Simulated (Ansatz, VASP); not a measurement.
## Two plane-wave programs on Hf

```
Hf
1.0
    -1.85787    1.85787    1.85787
     1.85787   -1.85787    1.85787
     1.85787    1.85787   -1.85787
Hf
1
Direct
  0.00000 0.00000 0.00000
```

Alike in both runs: task single point; functional BLYP; k mesh 14 × 14 × 14; occupations fermi-dirac, width 0.1 eV; no spin polarisation.

```csv
,VASP,Ansatz
version,VASP 6.6.1,Ansatz 0.2.0
potentials or method,"VASP PAW PBE potentials, release 64 (Hf_pv), cutoff 520 eV","plane waves (420 eV) with PAW, scalar-relativistic"
valence electrons in the cell,10,26
```

```csv
,VASP,Ansatz,Ansatz less VASP
pressure (GPa),-8.8,-8.8,+0.04
```

VASP's potentials were made for PBE, not for BLYP. VASP's potentials hold 10 valence electrons a cell and Ansatz's 26, so a difference there can come from the potentials and not from the codes.

Neither program's run includes spin-orbit coupling.
